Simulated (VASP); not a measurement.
# Na3H (P4/mmm) in VASP: notebook, part 2 of 2

VASP 6.6.1. Earlier steps stand in the parts before.

## 4. Relaxation of cell and atoms, PBE

This run uses another cell than the first one, of 26.49 Å³/atom, 1.629 times its volume.

INCAR

```
ALGO = Normal
EDIFF = 1E-7
EDIFFG = -0.01
ENCUT = 600
GGA = PE
IBRION = 2
ISIF = 3
ISMEAR = 0
LASPH = True
LCHARG = False
LREAL = False
LWAVE = False
NELM = 100
NSW = 100
PREC = Accurate
SIGMA = 0.1
```

KPOINTS

```
k-points
0
Gamma
  10 10 10
```

POSCAR

```
Na3H
1.0
    4.7764800330      0.0000000000      0.0000000000
    0.0000000000      4.7764800330      0.0000000000
    0.0000000000      0.0000000000      4.6444718859
Na H
3 1
Direct
    0.0000000000      0.5000000000      0.5000000000
    0.5000000000      0.0000000000      0.5000000000
    0.5000000000      0.5000000000      0.0000000000
    0.0000000000      0.0000000000      0.0000000000
```

Potentials or basis: VASP PAW PBE potentials, release 64 (Na_pv, H).

Launch:

```sh
$ cat potpaw_PBE.64/Na_pv/POTCAR potpaw_PBE.64/H/POTCAR > POTCAR
$ mpirun -np 1 vasp_std > vasp.out
```

OUTCAR:

```text
EDIFF = 1E-7
   EDIFFG = -0.01
   ENCUT = 600
   GGA = PE
   IBRION = 2
   ISIF = 3
   ISMEAR = 0
   LASPH = True
   LREAL = False
   NELM = 100
   NSW = 100
   PREC = Accurate

 ion  position               nearest neighbor table
   1  0.000  0.500  0.500-
   2  0.500  0.000  0.500-
   3  0.500  0.500  0.000-
   4  0.000  0.000  0.000-

  LATTYP: Found a simple tetragonal cell.
 ALAT       =     4.7764800330
 C/A-ratio  =     0.9723628810

  Lattice vectors:

 A1 = (   4.7764800330,   0.0000000000,   0.0000000000)
 A2 = (   0.0000000000,   4.7764800330,   0.0000000000)
 A3 = (   0.0000000000,   0.0000000000,   4.6444718859)

Analysis of symmetry for initial positions (statically):
=====================================================================
 Subroutine PRICEL returns:
 Original cell was already a primitive cell.

 Routine SETGRP: Setting up the symmetry group for a
[... 268 lines left out ...]
  band No.  band energies     occupation
      1     -24.6424      2.00000
      2     -24.6410      2.00000
      3     -24.6410      2.00000
      4     -24.6148      2.00000
      5     -24.6057      2.00000
      6     -24.6057      2.00000
      7     -24.5626      2.00000
      8     -24.5626      2.00000
      9     -24.5496      2.00000
     10      -3.6094      2.00000
     11       0.5117      1.99114
     12       3.3430      0.00000
     13       3.3430      0.00000
     14       3.6915      0.00000
[... 401 lines left out ...]
      2     -24.6362      2.00000
      3     -24.6334      2.00000
      4     -24.6168      2.00000
      5     -24.6078      2.00000
      6     -24.6047      2.00000
      7     -24.5714      2.00000
      8     -24.5653      2.00000
      9     -24.5516      2.00000
     10      -3.3120      2.00000
     11       0.0316      2.00000
     12       2.3137      0.00000
     13       3.5177      0.00000
     14       3.6333      0.00000
     15       5.0763      0.00000

 [... further k-points ...]
[... 5 lines left out ...]
  --------------------------------------------------------------------------------------
  -------------------------------------------------------------------------------------
  Total       -0.0068113     -0.0068113      0.0225712      0.0000000      0.0000000     -0.0000000
  in kB       -0.1036703     -0.1036703      0.3435422      0.0000000      0.0000000     -0.0000000
  external PRESSURE =       0.0454005 kB  Pullay stress =       0.0000000 kB
[... 19 lines left out ...]
  FREE ENERGIE OF THE ION-ELECTRON SYSTEM (eV)
  ---------------------------------------------------
  free  energy   TOTEN  =        -6.2916875877 eV

  energy  without entropy=       -6.2889736857  energy(sigma->0) =       -6.29033064

 reached required accuracy - stopping structural energy minimisation
```

CONTCAR:

```text
Na3H
   1.00000000000000
     4.7636461323698329    0.0000000000000000    0.0000000000000000
     0.0000000000000000    4.7636461323698329   -0.0000000000000000
     0.0000000000000000    0.0000000000000000    4.6388140007336824
  Na              H
     3     1
Direct
     0.0000000000000000    0.5000000000000000    0.5000000000000000
     0.5000000000000000    0.0000000000000000    0.5000000000000000
     0.5000000000000000    0.5000000000000000    0.0000000000000000
     0.0000000000000000    0.0000000000000000    0.0000000000000000

  0.00000000E+00  0.00000000E+00  0.00000000E+00
  0.00000000E+00  0.00000000E+00  0.00000000E+00
  0.00000000E+00  0.00000000E+00  0.00000000E+00
  0.00000000E+00  0.00000000E+00  0.00000000E+00
```

It took 3.2 min on 1 thread of Intel Xeon Platinum 8488C (Sapphire Rapids), shared host; peak memory 0.37 GiB.

What came out:

```yaml
Free_energy: -6.2917 eV
Relaxed_volume: 26.32 Å³/atom
Relaxed_cell: a = 4.764 Å, b = 4.764 Å, c = 4.639 Å, α = 90.00°, β = 90.00°, γ = 90.00°
Space_group_after_relaxing_to_0.05_Å: P4/mmm (No. 123)
Energy_gained_by_relaxing: 0.0 meV/atom
Ionic_steps: 3
Pressure_after_relaxing: 0.0 GPa
Band_gap_on_the_k_mesh: zero (band 11 reaches 1.22 eV, above the bottom of band 12 at 0.57 eV)
```

Step by step:
```
step  energy change (eV)  largest force (eV/Å)  pressure (GPa)  volume (Å³)
   1              0.0000                0.0000           -0.07       105.96
   2             -0.0001                0.0000           -0.05       105.79
   3             -0.0002                0.0000            0.00       105.27
```

Final structure:
```
Na H
1.0
     4.76365    0.00000    0.00000
     0.00000    4.76365    0.00000
     0.00000    0.00000    4.63881
Na H
3 1
Direct
  0.00000 0.50000 0.50000
  0.50000 0.00000 0.50000
  0.50000 0.50000 0.00000
  0.00000 0.00000 0.00000
```

## 5. Single point, PBE

This run uses another cell than the first one, of 26.49 Å³/atom, 1.629 times its volume.

INCAR

```
PREC = Accurate
ENCUT = 520
EDIFF = 1E-6
ISMEAR = 0
SIGMA = 0.1
LREAL = F
LASPH = T
NELM = 100
ALGO = Normal
ISIF = 2
LWAVE = F
LCHARG = F
GGA = PE
NBANDS = 19
```

KPOINTS

```
Automatic mesh
0
Gamma
  4 4 4
```

POSCAR is that of step 4.

Launch:

```sh
$ cat potpaw_PBE.64/Na_pv/POTCAR potpaw_PBE.64/H/POTCAR > POTCAR
$ mpirun -np 1 vasp_std > vasp.out
```

It took 17 s on 1 thread of Intel Xeon Platinum 8488C (Sapphire Rapids), shared host; peak memory 0.2 GiB.

The run converged. Its results:

| Item | Value |
| --- | --- |
| Free energy | -6.2616 eV |
| Pressure | 0.0 GPa |
| Band gap on the k mesh | zero (band 11 reaches 1.22 eV, above the bottom of band 12 at 0.55 eV) |

Stress tensor (GPa, compression positive):
```
 0.00  0.00  0.00
 0.00  0.00  0.00
 0.00  0.00 -0.10
```

Levels at points of the mesh, in eV from the Fermi level:
```csv
k point,band 7,band 8,band 9,band 10,band 11,band 12,band 13,band 14,band 15,band 16
"(0.00, 0.00, 0.00)",-25.15,-25.15,-25.13,-4.19,-0.08,2.74,2.74,3.10,3.67,3.96
"(0.50, 0.00, 0.00)",-25.18,-25.16,-25.14,-3.16,-1.94,1.90,4.02,4.05,4.36,4.39
"(0.50, 0.50, 0.00)",-25.19,-25.15,-25.15,-2.53,-0.53,-0.03,-0.03,3.87,5.47,6.18
"(0.00, 0.00, 0.50)",-25.16,-25.16,-25.15,-3.10,-1.83,1.86,4.05,4.13,4.13,4.41
"(0.50, 0.00, 0.50)",-25.18,-25.17,-25.13,-2.49,-0.44,0.06,0.11,3.64,5.20,5.88
"(0.50, 0.50, 0.50)",-25.17,-25.15,-25.12,-2.09,0.64,1.53,1.53,1.60,1.85,1.86
```

## 6. Summary

```csv
task,cell,k mesh,cutoff (eV),gap on the mesh (eV),pressure (GPa)
single point,"a = 4.036, b = 4.036, c = 3.994 Å, 4 atoms",4 × 4 × 4,520,none,11.7
single point,"a = 4.721, b = 4.721, c = 4.717 Å, 4 atoms",10 × 10 × 10,520,none,0.0
relaxation of cell and atoms,"relaxed from a = 4.776, b = 4.776, c = 4.644 Å, 4 atoms",10 × 10 × 10,600,none,0.0
single point,"a = 4.776, b = 4.776, c = 4.644 Å, 4 atoms",4 × 4 × 4,520,none,0.0
```

Alike in all rows: level PBE; potentials or basis VASP PAW PBE potentials, release 64 (Na_pv, H); no spin polarisation; smearing gaussian 0.1 eV.

Caveats: some runs use coarse meshes.

Total energies depend on the potentials used, so only differences within one code and one set of settings carry meaning.
